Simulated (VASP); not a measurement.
Rb2CdSe2O6:

```
CELL_PARAMETERS angstrom
2.87515 1.65997 6.55617
-2.87515 1.65997 6.55617
0.00000 -3.31994 6.55617
ATOMIC_POSITIONS crystal
Rb 0.80377 0.80377 0.80377
Rb 0.19623 0.19623 0.19623
Cd 0.00000 0.00000 0.00000
Se 0.62692 0.62692 0.62692
Se 0.37308 0.37308 0.37308
O 0.74441 0.28321 0.74441
O 0.74441 0.74441 0.28321
O 0.28321 0.74441 0.74441
O 0.25559 0.71679 0.25559
O 0.71679 0.25559 0.25559
O 0.25559 0.25559 0.71679
```

```yaml
Program: VASP 6.6.1
Task: relaxation of the atoms
Functional: PBE
Potentials_or_basis: VASP PAW PBE potentials, release 64 (Rb_sv, Cd, Se, O)
Cutoff: 520 eV
k_mesh: 4 × 4 × 4
Occupations: fermi-dirac, width 0.02 eV
Spin: no spin polarisation
```

At the start: pressure 6.0 GPa; volume 17.07 Å³/atom.

How do energy, volume and symmetry change on relaxing?

Over 11 steps the energy falls by 12.4 meV/atom; space group R-3m (No. 166, to 0.05 Å).

Step by step:
| step | energy change (eV) | largest force (eV/Å) | pressure (GPa) |
| --- | --- | --- | --- |
| 1 | 0.0000 | 1.6280 | 6.03 |
| 2 | 0.2448 | 3.0831 | -0.61 |
| 3 | -0.1171 | 0.2057 | 3.36 |
| 4 | -0.1219 | 0.1361 | 3.32 |
| 5 | -0.1267 | 0.1399 | 3.21 |
| 6 | -0.1305 | 0.1059 | 3.11 |
| 7 | -0.1354 | 0.0882 | 2.83 |
| 8 | -0.1347 | 0.1778 | 3.18 |
| 9 | -0.1358 | 0.0361 | 2.97 |
| 10 | -0.1360 | 0.0299 | 2.96 |
| 11 | -0.1362 | 0.0158 | 2.95 |

Final structure:
```
Rb Cd Se O
1.0
     2.87515    1.65997    6.55617
    -2.87515    1.65997    6.55617
     0.00000   -3.31994    6.55617
Rb Cd Se O
2 1 2 6
Direct
  0.80246 0.80246 0.80246
  0.19754 0.19754 0.19754
  0.00000 0.00000 0.00000
  0.62579 0.62579 0.62579
  0.37421 0.37421 0.37421
  0.74472 0.27555 0.74472
  0.74472 0.74472 0.27555
  0.27555 0.74472 0.74472
  0.25528 0.72445 0.25528
  0.72445 0.25528 0.25528
  0.25528 0.25528 0.72445
```
